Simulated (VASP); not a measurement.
Runs of VASP 6.6.1 on CdS. The structure is that of space group P6_3mc (No. 186), or close to it. The cells are those of the table. 

| task | cell | k mesh | cutoff (eV) | gap on the mesh (eV) | pressure (GPa) | largest force (eV/Å) |
| --- | --- | --- | --- | --- | --- | --- |
| single point | a = 4.197, b = 4.197, c = 6.828 Å, angles 90.0, 90.0, 120.0°, 4 atoms | 12 × 12 × 4 | 520 | 1.11 | 0.3 | - |
| single point | a = 4.259, b = 4.259, c = 6.749 Å, angles 90.0, 90.0, 120.0°, 4 atoms | 9 × 9 × 4 | 520 | 1.10 | (b) | (a) |
| single point | a = 4.399, b = 4.399, c = 6.572 Å, angles 90.0, 90.0, 120.0°, 4 atoms | 9 × 9 × 4 | 520 | 1.07 | 0.1 | 1.73 |
| relaxation of cell and atoms | relaxed from a = 4.135, b = 4.135, c = 6.749 Å, angles 90.0, 90.0, 120.0°, 4 atoms | 12 × 12 × 4 | 600 | 1.10 | 0.0 | - |

Alike in all rows: level PBE; potentials or basis VASP PAW PBE potentials, release 64 (Cd, S); no spin polarisation; smearing gaussian 0.02 eV.

Fill in the values left out.

(a) 2.18; (b) 1.9.

Caveats: forces of over 1 eV/Å act on the atoms, so gaps and moduli don't describe the material at rest (some runs).

A k mesh can miss the band edges, and the runs leave out spin-orbit coupling on Cd.
